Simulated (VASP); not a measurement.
Crystal: Pd.

```
Pd
1.0
    -1.57228    1.57228    1.57228
     1.57228   -1.57228    1.57228
     1.57228    1.57228   -1.57228
Pd
1
Direct
  0.00000 0.00000 0.00000
```

This isn't the form of Pd at room conditions, which is fcc.

```yaml
Program: VASP 6.6.1
Task: relaxation of cell and atoms
Functional: HF
Potentials_or_basis: VASP PAW PBE potentials, release 64 (Pd)
Cutoff: 600 eV
k_mesh: 6 × 6 × 6
Occupations: fermi-dirac, width 0.05 eV
Spin: no spin polarisation
```

At the start: pressure 4.4 GPa; volume 15.55 Å³/atom.

Where does the relaxation end?

Over 8 steps the energy falls by 6.7 meV/atom and the volume is 16.05 Å³/atom (+3.2 %); space group Im-3m (No. 229, to 0.1 Å) before and after.

Step by step:
| step | energy change (eV) | largest force (eV/Å) | pressure (GPa) | volume (Å³) |
| --- | --- | --- | --- | --- |
| 1 | 0.0000 | 0.0000 | 4.40 | 15.55 |
| 2 | -0.0018 | 0.0000 | -3.33 | 16.53 |
| 3 | -0.0067 | 0.0000 | -0.14 | 16.06 |
| 4 | -0.0067 | 0.0000 | 0.18 | 16.04 |
| 5 | -0.0067 | 0.0000 | 0.18 | 16.05 |
| 6 | -0.0067 | 0.0000 | 0.34 | 16.05 |
| 7 | -0.0067 | 0.0000 | 0.15 | 16.05 |
| 8 | -0.0067 | 0.0000 | 0.01 | 16.05 |

Final structure:
```
Pd
1.0
    -1.58910    1.58910    1.58910
     1.58910   -1.58910    1.58910
     1.58910    1.58910   -1.58910
Pd
1
Cartesian
  0.0000 0.0000 0.0000
```

Caveat: the k points lie up to 0.47 Å⁻¹ apart in the final cell, too coarse for converged energies and pressures of a metal; the PAW data sets were made with another functional, which shifts forces and pressure a little.
